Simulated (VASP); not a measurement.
The system is Sn.

```
CELL_PARAMETERS angstrom
0.00000 3.23334 3.23334
3.23334 0.00000 3.23334
3.23334 3.23334 0.00000
ATOMIC_POSITIONS crystal
Sn 0.75000 0.75000 0.75000
Sn 0.50000 0.50000 0.50000
```

This isn't the form of Sn at room conditions, which is tetragonal (white tin).

| Quantity | Value |
| --- | --- |
| Program | VASP 6.6.1 |
| Task | relaxation of cell and atoms |
| Functional | BLYP |
| Potentials or basis | VASP PAW PBE potentials, release 64 (Sn_d) |
| Cutoff | 600 eV |
| k mesh | 7 × 7 × 7 |
| Occupations | fermi-dirac, width 0.05 eV |
| Spin | no spin polarisation |

At the start: pressure 6.5 GPa; volume 33.80 Å³/atom.

Task: How do energy, volume and symmetry change on relaxing?

Result: Over 3 steps the energy falls by 100.5 meV/atom and the volume is 39.51 Å³/atom (+16.9 %); space group Fd-3m (No. 227, to 0.1 Å) before and after.

The path:
```
step  energy change (eV)  largest force (eV/Å)  pressure (GPa)  volume (Å³)
   1              0.0000                0.0000            6.54        67.61
   2             -0.1924                0.0000           -0.90        82.03
   3             -0.2009                0.0000            0.06        79.02
```

Final structure:
```
CELL_PARAMETERS angstrom
0.00000 3.40598 3.40598
3.40598 0.00000 3.40598
3.40598 3.40598 0.00000
ATOMIC_POSITIONS crystal
Sn 0.75000 0.75000 0.75000
Sn 0.50000 0.50000 0.50000
```

Caveat: the volume moved by over 15 % at a fixed basis, so the end points are rough; the PAW data sets were made with another functional, which shifts forces and pressure a little.
